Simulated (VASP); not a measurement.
Here is a VASP 6.6.1 calculation.

Contents of INCAR:

```
ALGO     = Normal         # electronic algorithm
EDIFF    = 1E-7           # SCF threshold, eV
EDIFFG   = -0.01          # ionic threshold
ENCUT    = 570            # plane-wave cutoff, eV
GGA      = CA             # functional
GGA_COMPAT= F            
IBRION   = 2              # ionic algorithm
ISIF     = 3              # what is computed and relaxed
ISMEAR   = 0              # smearing method
LASPH    = T              # aspherical terms in the spheres
LCHARG   = F              # write CHGCAR
LREAL    = F              # projectors in reciprocal space
LWAVE    = F              # write WAVECAR
NELM     = 120            # most SCF steps
NELMIN   = 4            
NSW      = 100            # ionic steps
PREC     = Accurate       # precision mode
SIGMA    = 0.05           # smearing width, eV
```

File KPOINTS:

```
k-points
0
Gamma
  13 13 13
```

The input POSCAR:

```
Pt
1.0
   -1.5842200000      1.5842200000      1.5842200000
    1.5842200000     -1.5842200000      1.5842200000
    1.5842200000      1.5842200000     -1.5842200000
Pt
1
Direct
    0.0000000000      0.0000000000      0.0000000000
```

Potentials or basis: VASP PAW LDA potentials, release 64 (Pt_sv_GW).

Command:

```bash
$ cat potpaw_LDA.64/Pt_sv_GW/POTCAR > POTCAR
$ mpirun -np 1 vasp_std > vasp.out
```

Question: What does it give for the relaxed volume?

Answer: 14.91 Å³/atom.

Question: What does it give for the space group after relaxing (to 0.1 Å)?

Answer: Im-3m (No. 229).

Question: What does it give for the band gap on the k mesh?

Answer: Zero (bands 9 and 10 overlap by 2.26 eV).

Question: Estimate the relaxed cell.

Answer: a = 2.686 Å, b = 2.686 Å, c = 2.686 Å, α = 109.47°, β = 109.47°, γ = 109.47°.

Final structure:
```
Pt
1.0
    -1.55058    1.55058    1.55058
     1.55058   -1.55058    1.55058
     1.55058    1.55058   -1.55058
Pt
1
Direct
  0.00000 0.00000 0.00000
```

Caveat: spin-orbit coupling is left out, which moves the levels of the heavy elements.
